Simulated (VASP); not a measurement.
A run of VASP 6.6.1:

Contents of INCAR:

```
SYSTEM = NbSi
PREC = Accurate ; ENCUT = 520
EDIFF = 1E-6 ; ISMEAR = -1
SIGMA = 0.1 ; LREAL = .FALSE.
LASPH = .TRUE. ; NELM = 100
ALGO = Normal ; ISIF = 2
LWAVE = .FALSE. ; LCHARG = .TRUE.
GGA = PE ; LELF = .TRUE.
LVHAR = .TRUE. ; NBANDS = 16
```

File KPOINTS:

```
Automatic mesh
0
G
  14 14 14
  0 0 0
```

Contents of POSCAR:

```
NbSi
1.0
    0.0000000000      2.3203128184      2.3203128184
    2.3203128184      0.0000000000      2.3203128184
    2.3203128184      2.3203128184      0.0000000000
Nb Si
1 1
Direct
    0.0000000000      0.0000000000      0.0000000000
    0.5000000000      0.5000000000      0.5000000000
```

Potentials or basis: VASP PAW PBE potentials, release 64 (Nb_sv, Si).

Launch:

```bash
$ cat potpaw_PBE.64/Nb_sv/POTCAR potpaw_PBE.64/Si/POTCAR > POTCAR
$ mpirun -np 1 vasp_std > vasp.out
```

Hardware: 1 thread of Intel Xeon 8259CL, on a shared host.

Question: How long does it take, and how much memory?

Answer: Run time: 48 s on 1 thread of Intel Xeon 8259CL (shared host), peak memory 0.17 GiB. Counts: scf iterations 13, k points 104.
